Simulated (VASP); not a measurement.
**Al32O (a cell with a defect): single point with PBE+D3(BJ)**

Al32O (a cell with a defect):

```xyz
33
Lattice="8.1000 0.0000 0.0000 0.0000 8.1000 0.0000 0.0000 0.0000 8.1000" Properties=species:S:1:pos:R:3 pbc="T T T"
Al    3.9420    0.0237    0.0885
Al    6.1006    1.9533    0.2244
Al    5.9908    0.1028    2.2373
Al   -0.0029   -0.0973    0.1292
Al    1.8133    2.2213    0.3658
Al    4.0778    3.8383    0.1925
Al    6.0590    6.4254    0.1093
Al    2.0664   -0.1163    2.1184
Al    4.0889    2.0423    2.1727
Al    5.6354    4.1108    2.2970
Al    4.0744   -0.2968    4.3341
Al    5.7504    1.8242    4.2620
Al    5.8727    0.1347    6.3790
Al   -0.4040    4.0087    0.1347
Al    1.7906    5.6960   -0.0937
Al    0.0327    2.0680    2.3792
Al    1.6711    3.9908    2.1414
Al    3.9022    6.0468    1.6564
Al   -0.1943   -0.2479    3.9640
Al    2.0854    1.9603    4.1869
Al    3.8741    4.0940    4.3114
Al    5.8241    6.0884    3.8980
Al    1.8980    0.3975    6.3518
Al    3.7991    2.1607    6.2750
Al    5.7558    4.3076    6.4988
Al   -0.2353    5.9169    1.9157
Al   -0.3563    3.6708    4.2609
Al    1.8520    6.0657    4.1274
Al   -0.0194    2.0548    6.2310
Al    2.1091    3.7009    5.9972
Al    3.8056    5.9851    6.2157
Al   -0.2306    5.6196    5.7969
O     0.7267    7.0746    5.5106
```

```yaml
Program: VASP 6.6.1
Task: single point
Functional: PBE
Dispersion: D3(BJ)
Potentials_or_basis: VASP PAW PBE potentials, release 64 (Al, O)
Cutoff: 520 eV
k_mesh: 2 × 2 × 2
Occupations: fermi-dirac, width 0.15 eV
Spin: no spin polarisation
Dipole_correction: no
Further_INCAR_settings: LREAL = Auto; ALGO = Normal; EDIFF = 1e-06; NBANDS = 73
```

* Pressure: 2.1 GPa
* Largest force: 3.926 eV/Å
* Band gap on the k mesh: zero (bands 51 and 52 overlap by 0.62 eV)
* Dispersion energy per atom: -0.331 eV

Forces on the atoms (eV/Å):
```
Al  -0.314  0.533  0.015
Al  -0.196  0.030  0.090
Al  -0.410 -0.146 -0.686
Al   0.294  0.652  0.466
Al   0.171 -0.686 -0.640
Al  -1.030  0.327  0.270
Al  -0.563 -0.921 -0.202
Al  -0.335  0.301  0.161
Al  -0.917 -0.545  0.102
Al   1.125 -0.383 -0.319
Al  -1.138  0.958 -0.419
Al   0.340  0.750  0.497
Al   0.280  0.046 -0.736
Al   0.615 -0.094  0.043
Al   0.013  0.258  0.299
Al  -0.833 -1.228 -1.007
Al   0.843  0.943  0.609
Al  -0.101  0.024  0.966
Al   0.243  0.718  0.459
Al  -0.215 -0.727 -1.026
Al   0.874 -0.177 -1.045
Al   0.446 -0.597  0.577
Al   0.167 -1.609 -0.032
Al   2.807 -1.662  0.308
Al   0.197 -0.962 -1.311
Al   0.391  0.264  0.971
Al   0.010  0.714 -0.450
Al   0.562 -0.314 -0.366
Al  -1.074 -0.056  0.534
Al  -2.705  2.561  1.239
Al   0.036  0.421  0.439
Al  -0.591 -0.287  1.610
O    1.006  0.893 -1.416
```

Stress tensor (GPa, compression positive):
```
 1.71 -0.35 -0.68
-0.35  3.15  0.49
-0.68  0.49  1.48
```

Levels at points of the mesh, in eV from the Fermi level:
```csv
k point,band 47,band 48,band 49,band 50,band 51,band 52,band 53,band 54,band 55,band 56
"(0.00, 0.00, 0.00)",-0.31,-0.27,0.01,0.12,0.28,0.37,0.49,0.71,0.73,0.87
"(0.50, 0.00, 0.00)",-0.68,-0.47,-0.33,-0.25,-0.09,-0.05,0.09,0.21,0.40,1.00
"(0.00, 0.50, 0.00)",-0.58,-0.32,-0.27,-0.19,-0.13,-0.05,0.08,0.25,0.39,0.88
"(0.00, 0.00, 0.50)",-0.55,-0.53,-0.32,-0.17,-0.05,0.07,0.12,0.18,0.25,0.87
"(0.50, 0.50, 0.00)",-0.82,-0.43,-0.36,-0.31,0.21,0.64,0.84,0.88,0.97,1.00
"(0.00, 0.50, 0.50)",-0.85,-0.51,-0.35,-0.20,-0.11,0.53,0.79,0.92,0.99,1.06
"(0.50, 0.00, 0.50)",-0.66,-0.53,-0.37,-0.21,0.09,0.56,0.85,0.92,1.03,1.09
"(0.50, 0.50, 0.50)",-0.62,-0.54,-0.51,-0.46,-0.39,-0.35,-0.25,-0.25,-0.16,-0.08
```

It took 8.4 min on 1 thread of Intel(R) Xeon(R) Platinum 8259CL CPU @ 2.50GHz (Skylake/Cascade Lake) (shared host), peak memory 0.56 GiB.

Caveat: the k points lie up to 0.39 Å⁻¹ apart, too coarse for converged energies and pressures of a metal; the atoms stand as in a frame of molecular dynamics.
